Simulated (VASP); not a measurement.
Write the native input for VASP 6.6.1 that does the following.

- Task: single point
- Functional: PBE
- Potentials or basis: VASP PAW PBE potentials, release 64 (Ni_sv_GW, Si)
- Cutoff: 590 eV
- k mesh: 5 × 5 × 3
- Occupations: fermi-dirac, width 0.05 eV
- Spin: collinear spin, ferromagnetic start
- Starting moments: [1.0, 1.0, 0.0, 0.0] μB
- Dipole correction: no
- Second run: valence_matched
- Further INCAR settings: ALGO = Normal; EDIFF = 1e-06; NBANDS = 34

The structure of SiNi lies in POSCAR:

```
SiNi
1.0
    2.9427706600      0.0000000000      0.0000000000
    0.0000000000      3.2803255400      0.0000000000
    0.0000000000      0.0000000000      4.6774467600
Ni Si
2 2
Direct
    0.5000000000      0.5000000000      0.3424955900
    0.0000000000      0.0000000000      0.6575044100
    0.5000000000      0.5000000000      0.8431431600
    0.0000000000      0.0000000000      0.1568568400
```

One way to write it, as run:

INCAR

```
SYSTEM = SiNi
  PREC = Accurate
  ENCUT = 590
  EDIFF = 1E-6
  ISMEAR = -1
  SIGMA = 0.05
  LREAL = .False.
  LASPH = .True.
  NELM = 200
  ALGO = Normal
  ISIF = 2
  LWAVE = .False.
  LCHARG = .False.
  ISPIN = 2
  MAGMOM = 1 1 0 0
  LORBIT = 11
  LMAXMIX = 4
  GGA = PE
  NBANDS = 34
  GGA_COMPAT = .False.
```

KPOINTS

```
regular mesh
0
Gamma
  5 5 3
  0 0 0
```

Potentials or basis: VASP PAW PBE potentials, release 64 (Ni_sv_GW, Si).

Command:

```console
$ cat potpaw_PBE.64/Ni_sv_GW/POTCAR potpaw_PBE.64/Si/POTCAR > POTCAR
$ mpirun -np 1 vasp_std > vasp.out
```

Results of the run:

| Quantity | Value |
| --- | --- |
| Pressure | 3.7 GPa |
| Largest force | 0.083 eV/Å |
| Band gap on the k mesh | zero (filled and empty bands overlap) |
| Net moment | 0.00 μB per cell |
| Valence electrons inside the program's atomic spheres | Ni 16.51; Si 1.62 |

Caveat: the k points lie up to 0.45 Å⁻¹ apart.

Wall time 47 s on 1 thread of Intel(R) Xeon(R) 6975P-C (Granite Rapids), with other jobs on the host, peak memory 0.22 GiB.
